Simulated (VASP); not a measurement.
# CoO in VASP: further runs

Runs on CoO. Level: PBE. Tasks: single point.

All numbers are computed with VASP 6.6.1; they aren't measurements. Logs are shortened: lines on timing, memory, paths and dates and some standing lists are left out, and cuts for length are marked.

## 1. The cell of the first run

The structure is cubic, space group Fm-3m (No. 225). Conventional cell: a = 4.347 Å, b = 4.347 Å, c = 4.347 Å, α = 90.00°, β = 90.00°, γ = 90.00°. Co (site symmetry m-3m) has 6 O at 2.17 Å within 2.9 Å. O (site symmetry m-3m) has 6 Co at 2.17 Å within 2.9 Å.

## 2. Single point, PBE, collinear spin, ferromagnetic start (volume scaled by 1.06)

Contents of INCAR:

```
SYSTEM = CoO
PREC = Accurate
ENCUT = 520
EDIFF = 1E-6
ISMEAR = -1
SIGMA = 0.05
LREAL = .False.
LASPH = .True.
NELM = 150
ALGO = Normal
ISIF = 2
LWAVE = .False.
LCHARG = .True.
ISPIN = 2
MAGMOM = 2 0
LORBIT = 11
LMAXMIX = 4
GGA = PE
LELF = .True.
LVHAR = .True.
NBANDS = 18
```

Contents of KPOINTS:

```
Automatic mesh
0
Gamma
  16 16 16
  0 0 0
```

Contents of POSCAR:

```
CoO
1.0
    0.0000000000      2.1733047310      2.1733047310
    2.1733047310      0.0000000000      2.1733047310
    2.1733047310      2.1733047310      0.0000000000
Co O
1 1
Direct
    0.0000000000      0.0000000000      0.0000000000
    0.5000000000      0.5000000000      0.5000000000
```

Potentials or basis: VASP PAW PBE potentials, release 64 (Co, O).

Run with:

```
cat potpaw_PBE.64/Co/POTCAR potpaw_PBE.64/O/POTCAR > POTCAR
mpirun -np 1 vasp_std > vasp.out
```

OUTCAR:

```text
SYSTEM = CoO
   PREC = Accurate
   ENCUT = 520
   EDIFF = 1E-6
   ISMEAR = -1
   LREAL = .False.
   LASPH = .True.
   NELM = 150
   ISIF = 2
   ISPIN = 2
   LORBIT = 11
   GGA = PE

 ion  position               nearest neighbor table
   1  0.000  0.000  0.000-   2 2.17   2 2.17   2 2.17   2 2.17   2 2.17   2 2.17
   2  0.500  0.500  0.500-   1 2.17   1 2.17   1 2.17   1 2.17   1 2.17   1 2.17

  LATTYP: Found a face centered cubic cell.
 ALAT       =     4.3466094620

  Lattice vectors:

 A1 = (   0.0000000000,   2.1733047310,   2.1733047310)
 A2 = (   2.1733047310,   0.0000000000,   2.1733047310)
 A3 = (   2.1733047310,   2.1733047310,   0.0000000000)

Analysis of symmetry for initial positions (statically):
=====================================================================
 Subroutine PRICEL returns:
 Original cell was already a primitive cell.

 Routine SETGRP: Setting up the symmetry group for a
 face centered cubic supercell.

 Subroutine GETGRP returns: Found 48 space group operations
 (whereof 48 operations were pure point group operations)
 out of a pool of 48 trial point group operations.

The static configuration has the point symmetry O_h .

Analysis of symmetry for dynamics (positions and initial velocities):
=====================================================================
 Subroutine PRICEL returns:
 Original cell was already a primitive cell.

 Routine SETGRP: Setting up the symmetry group for a
 face centered cubic supercell.

 Subroutine GETGRP returns: Found 48 space group operations
 (whereof 48 operations were pure point group operations)
 out of a pool of 48 trial point group operations.

The dynamic configuration has the point symmetry O_h .

Analysis of structural, dynamic, and magnetic symmetry:
=====================================================================
 Subroutine PRICEL returns:
 Original cell was already a primitive cell.

 Routine SETGRP: Setting up the symmetry group for a
 face centered cubic supercell.

 Subroutine GETGRP returns: Found 48 space group operations
 (whereof 48 operations were pure point group operations)
 out of a pool of 48 trial point group operations.

The overall configuration has the point symmetry O_h .

 Subroutine INISYM returns: Found 48 space group operations
 (whereof 48 operations are pure point group operations),
 and found     1 'primitive' translations

----------------------------------------------------------------------------------------

                                     Primitive cell

  volume of cell :      20.5301

  direct lattice vectors                    reciprocal lattice vectors
     0.000000000  2.173304731  2.173304731    -0.230064377  0.230064377  0.230064377
     2.173304731  0.000000000  2.173304731     0.230064377 -0.230064377  0.230064377
     2.173304731  2.173304731  0.000000000     0.230064377  0.230064377 -0.230064377

  length of vectors
     3.073517026  3.073517026  3.073517026     0.398483191  0.398483191  0.398483191

  position of ions in fractional coordinates (direct lattice)
     0.000000000  0.000000000  0.000000000
     0.500000000  0.500000000  0.500000000

  ion indices of the primitive-cell ions
   primitive index   ion index
                 1           1
                 2           2

----------------------------------------------------------------------------------------

 KPOINTS: Automatic mesh

Automatic generation of k-mesh.
 Grid dimensions read from file:
 generate k-points for:   16   16   16

 Generating k-lattice:

  Cartesian coordinates                     Fractional coordinates (reciprocal lattice)
    -0.014379024  0.014379024  0.014379024     0.062500000  0.000000000  0.000000000
     0.014379024 -0.014379024  0.014379024     0.000000000  0.062500000  0.000000000
     0.014379024  0.014379024 -0.014379024     0.000000000  0.000000000  0.062500000

  Length of vectors
     0.024905199  0.024905199  0.024905199

  Shift w.r.t. Gamma in fractional coordinates (k-lattice)
     0.000000000  0.000000000  0.000000000

 Subroutine IBZKPT returns following result:
 ===========================================

 Found    145 irreducible k-points:

 Following reciprocal coordinates:
            Coordinates               Weight
  0.000000  0.000000  0.000000      1.000000
  0.062500  0.000000  0.000000      8.000000
  0.125000  0.000000  0.000000      8.000000
  0.187500  0.000000  0.000000      8.000000
  0.250000  0.000000  0.000000      8.000000
  0.312500  0.000000  0.000000      8.000000
[... 16 lines left out ...]
 -0.125000  0.062500  0.000000     24.000000
 -0.062500  0.062500  0.000000     12.000000
 [... further k-points ...]
   k-points           NKPTS =    145   k-points in BZ     NKDIM =    145   number of bands    NBANDS=     18
   number of dos      NEDOS =    301   number of ions     NIONS =      2
   total plane-waves  NPLWV =  13824
   dimension x,y,z NGX =    24 NGY =   24 NGZ =   24
   dimension x,y,z NGXF=    48 NGYF=   48 NGZF=   48
   ions per type =               1   1
   NGX,Y,Z   is equivalent  to a cutoff of  12.98, 12.98, 12.98 a.u.
   NGXF,Y,Z  is equivalent  to a cutoff of  25.96, 25.96, 25.96 a.u.
 SYSTEM =  CoO
   PREC   = accura    normal or accurate (medium, high low for compatibility)
   ISTART =      0    job   : 0-new  1-cont  2-samecut
   ICHARG =      2    charge: 1-file 2-atom 10-const
   ISPIN  =      2    spin polarized calculation?
   LNONCOLLINEAR =      F non collinear calculations
   LSORBIT =      F    spin-orbit coupling
   LASPH  =      T    aspherical Exc in radial PAW
   ENCUT  =  520.0 eV  38.22 Ry    6.18 a.u.   5.71  5.71  5.71*2*pi/ulx,y,z
   NELM   =    150;   NELMIN=  2; NELMDL= -5     # of ELM steps
   EDIFF  = 0.1E-05   stopping-criterion for ELM
   LREAL  =      F    real-space projection
[... 7 lines left out ...]
   TEBEG  =    0.0;   TEEND  =   0.0 temperature during run
   PSTRESS=    0.0 pullay stress
   NELECT =      15.0000    total number of electrons
   NUPDOWN=      -1.0000    fix difference up-down
   EMIN   =  10.00;   EMAX   =-10.00  energy-range for DOS
   EFERMI =   0.00;   METHOD = LEGACY
   ISMEAR =    -1;   SIGMA  =   0.05  broadening in eV -4-tet -1-fermi 0-gaus
   EFERMI_NEDOS =   21; number of points for ismear=-14 and -15
   IALGO  =     38    algorithm
   IMIX   =      4    mixing-type and parameters
     AMIX     =   0.40;   BMIX     =  1.00
     AMIX_MAG =   1.60;   BMIX_MAG =  1.00
  volume/ion in A,a.u.               =      10.27        69.27
  Fermi-wavevector in a.u.,A,eV,Ry     =   1.474488  2.786379 29.580635  2.174115
  Thomas-Fermi vector in A             =   2.589253
   LORBIT       =     11    0 simple, 1 ext, 2 COOP (PROOUT), +10 PAW based schemes
   GGA     = PE    functional components
   LHFCALC =     F    Hartree Fock is set to
   AEXX    =    0.0000 exact exchange contribution
   IVDW    =     0    specifies the selected vdW correction
   LEPSILON=     F    determine dielectric tensor
   LRPA    =     F    only Hartree local field effects (RPA)
 spin polarized calculation
  energy-cutoff  :      520.00
  volume of cell :       20.53
 maximum number of plane-waves:       568
   NGX = 11   NGY = 11   NGZ = 11

 number of electron      14.9999996 magnetization       2.9858604

 Free energy of the ion-electron system (eV)
  ---------------------------------------------------
  ext. energy  EPLUGINS =         0.00000000
  ---------------------------------------------------
  free energy    TOTEN  =       -13.01393142 eV

  energy without entropy =      -12.97862269  energy(sigma->0) =      -12.99627705

 E-fermi :   7.0648     XC(G=0): -12.0655

 val. band max:        7.0643743003   @ k =   0.5000   0.2500   0.0625
 cond. band min:       7.0682208333   @ k =   0.3750   0.2500   0.0625
 fundamental gap:      0.0038465330
 Fermi energy:         7.0647928798

 spin component 1

 k-point     1 :       0.0000    0.0000    0.0000
  band No.  band energies     occupation
      1     -12.5778      1.00000
      2       3.8254      1.00000
      3       3.8254      1.00000
      4       4.0654      1.00000
      5       4.0654      1.00000
      6       4.0654      1.00000
[... 10 lines left out ...]
     17      27.5026      0.00000
     18      31.2635      0.00000

 k-point     2 :       0.0625    0.0000    0.0000
  band No.  band energies     occupation
      1     -12.5416      1.00000
      2       3.4693      1.00000
      3       3.4693      1.00000
      4       3.6422      1.00000
      5       4.0641      1.00000
      6       4.0641      1.00000
[... 10 lines left out ...]
     17      28.1426      0.00000
     18      31.8595      0.00000

 k-point     3 :       0.1250    0.0000    0.0000
  band No.  band energies     occupation
      1     -12.4369      1.00000
      2       2.9032      1.00000
      3       2.9906      1.00000
      4       2.9907      1.00000
      5       4.1288      1.00000
      6       4.1288      1.00000
[... 10 lines left out ...]
     17      29.6938      0.00000
     18      33.1512      0.00000

 k-point     4 :       0.1875    0.0000    0.0000
  band No.  band energies     occupation
      1     -12.2749      1.00000
      2       2.0680      1.00000
      3       2.5482      1.00000
      4       2.5482      1.00000
      5       4.2302      1.00000
      6       4.2302      1.00000
[... 375 lines left out ...]
      4       2.6390      1.00000
      5       4.2527      1.00000
      6       4.2528      1.00000
[... 10 lines left out ...]
     17      32.5736      0.00000
     18      34.3660      0.00000

 k-point    23 :      -0.1250    0.0625    0.0000
  band No.  band energies     occupation
      1     -12.3600      1.00000
      2       2.3731      1.00000
      3       2.6316      1.00000
      4       3.1424      1.00000
      5       4.1229      1.00000
      6       4.1607      1.00000
[... 10 lines left out ...]
     17      30.8516      0.00000
     18      33.0332      0.00000

 k-point    24 :      -0.0625    0.0625    0.0000
  band No.  band energies     occupation
      1     -12.4829      1.00000
      2       3.0294      1.00000
      3       3.0484      1.00000
      4       3.5872      1.00000
      5       4.0169      1.00000
      6       4.1042      1.00000
[... 10 lines left out ...]
     17      29.2101      0.00000
     18      32.0382      0.00000

 [... further k-points ...]

 spin component 2

 k-point     1 :       0.0000    0.0000    0.0000
  band No.  band energies     occupation
      1     -12.0482      1.00000
      2       4.7979      1.00000
      3       4.7979      1.00000
      4       4.7979      1.00000
      5       6.0921      1.00000
      6       6.0921      1.00000
[... 10 lines left out ...]
     17      28.4647      0.00000
     18      32.0605      0.00000

 k-point     2 :       0.0625    0.0000    0.0000
  band No.  band energies     occupation
      1     -12.0109      1.00000
      2       4.4254      1.00000
      3       4.6563      1.00000
      4       4.6563      1.00000
      5       6.1421      1.00000
      6       6.1421      1.00000
[... 10 lines left out ...]
     17      28.9934      0.00000
     18      32.6846      0.00000

 k-point     3 :       0.1250    0.0000    0.0000
  band No.  band energies     occupation
      1     -11.9028      1.00000
      2       3.6394      1.00000
      3       4.3300      1.00000
      4       4.3300      1.00000
      5       6.2540      1.00000
      6       6.2541      1.00000
[... 10 lines left out ...]
     17      30.3353      0.00000
     18      34.0108      0.00000

 k-point     4 :       0.1875    0.0000    0.0000
  band No.  band energies     occupation
      1     -11.7354      1.00000
      2       2.7551      1.00000
      3       3.9523      1.00000
      4       3.9524      1.00000
      5       6.3946      1.00000
      6       6.3947      1.00000
[... 375 lines left out ...]
      4       3.8371      1.00000
      5       6.3552      1.00000
      6       6.5166      0.99998
[... 10 lines left out ...]
     17      33.0505      0.00000
     18      35.1807      0.00000

 k-point    23 :      -0.1250    0.0625    0.0000
  band No.  band energies     occupation
      1     -11.8233      1.00000
      2       3.1998      1.00000
      3       4.0906      1.00000
      4       4.2067      1.00000
      5       6.2229      1.00000
      6       6.4080      1.00000
[... 10 lines left out ...]
     17      31.4695      0.00000
     18      33.8643      0.00000

 k-point    24 :      -0.0625    0.0625    0.0000
  band No.  band energies     occupation
      1     -11.9502      1.00000
      2       3.9414      1.00000
      3       4.4292      1.00000
      4       4.5210      1.00000
      5       6.1403      1.00000
      6       6.2733      1.00000
[... 10 lines left out ...]
     17      29.9900      0.00000
     18      32.8551      0.00000

 [... further k-points ...]
[... 5 lines left out ...]
  --------------------------------------------------------------------------------------
  -------------------------------------------------------------------------------------
  Total       -1.3917164     -1.3917164     -1.3917164     -0.0000000      0.0000000      0.0000000
  in kB     -108.6099102   -108.6099102   -108.6099102     -0.0000000      0.0000000      0.0000000
  external PRESSURE =    -108.6099102 kB  Pullay stress =       0.0000000 kB

 VOLUME and BASIS-vectors are now :
 -----------------------------------------------------------------------------
  energy-cutoff  :      520.00
  volume of cell :       20.53
      direct lattice vectors                 reciprocal lattice vectors
     0.000000000  2.173304731  2.173304731    -0.230064377  0.230064377  0.230064377
     2.173304731  0.000000000  2.173304731     0.230064377 -0.230064377  0.230064377
     2.173304731  2.173304731  0.000000000     0.230064377  0.230064377 -0.230064377

 POSITION                                       TOTAL-FORCE (eV/Angst)
 -----------------------------------------------------------------------------------
      0.00000      0.00000      0.00000         0.000000      0.000000      0.000000
      2.17330      2.17330      2.17330        -0.000000     -0.000000      0.000000
 -----------------------------------------------------------------------------------
    total drift:                                0.000000     -0.000000     -0.000000

  FREE ENERGIE OF THE ION-ELECTRON SYSTEM (eV)
  ---------------------------------------------------
  free  energy   TOTEN  =       -13.0139314166 eV

  energy  without entropy=      -12.9786226887  energy(sigma->0) =      -12.99627705

 total charge

# of ion       s       p       d       tot
------------------------------------------
    1        0.278   0.318   7.101   7.698
    2        1.556   3.396   0.000   4.951
--------------------------------------------------
tot          1.834   3.714   7.101  12.649

 magnetization (x)

# of ion       s       p       d       tot
------------------------------------------
    1        0.020   0.016   2.579   2.615
    2        0.027   0.288   0.000   0.315
--------------------------------------------------
tot          0.046   0.304   2.579   2.930
```

Run time: 75 s. Hardware: 1 thread of Intel Xeon 6975P-C, shared host; peak memory 0.21 GiB.

What came out:

- Free energy: -13.0139 eV
- Pressure: -10.9 GPa
- Band gap on the k mesh: zero (filled and empty bands overlap)
- Net moment: 2.99 μB per cell
- Site moments: Co +2.62; O +0.32 μB
- Valence electrons inside the program's atomic spheres: Co 7.70; O 4.95

Levels at points of the mesh, in eV from the Fermi level:
Spin up:
```tsv
k point	band 5	band 6	band 7	band 8	band 9	band 10	band 11	band 12	band 13	band 14
(0.00, 0.00, 0.00)	-3.00	-3.00	-2.85	-2.85	-2.85	0.72	16.68	17.69	17.69	17.69
(0.50, 0.00, 0.00)	-2.38	-2.38	-1.85	-0.03	-0.03	4.96	8.80	13.06	13.06	19.71
(0.50, 0.50, 0.00)	-3.74	-2.93	-2.53	-2.12	-2.12	5.49	9.47	11.43	15.09	15.09
```
Spin down:
```
           k point  band 3  band 4  band 5  band 6  band 7  band 8  band 9  band 10
(0.00, 0.00, 0.00)   -2.27   -2.27   -0.97   -0.97   -0.97    0.15    0.15     1.27
(0.50, 0.00, 0.00)   -4.19   -4.19   -0.10   -0.10    0.18    2.57    2.57     5.25
(0.50, 0.50, 0.00)   -3.44   -3.44   -1.96    0.12    0.12    0.57    0.92     6.35
```

Caveat: a cell with one magnetic atom can't hold antiferromagnetic order, which such compounds often take; semilocal functionals often make such compounds metallic where correlation or magnetic order opens a gap, which also shifts bond lengths.

(Part 1 of 2 ends here.)
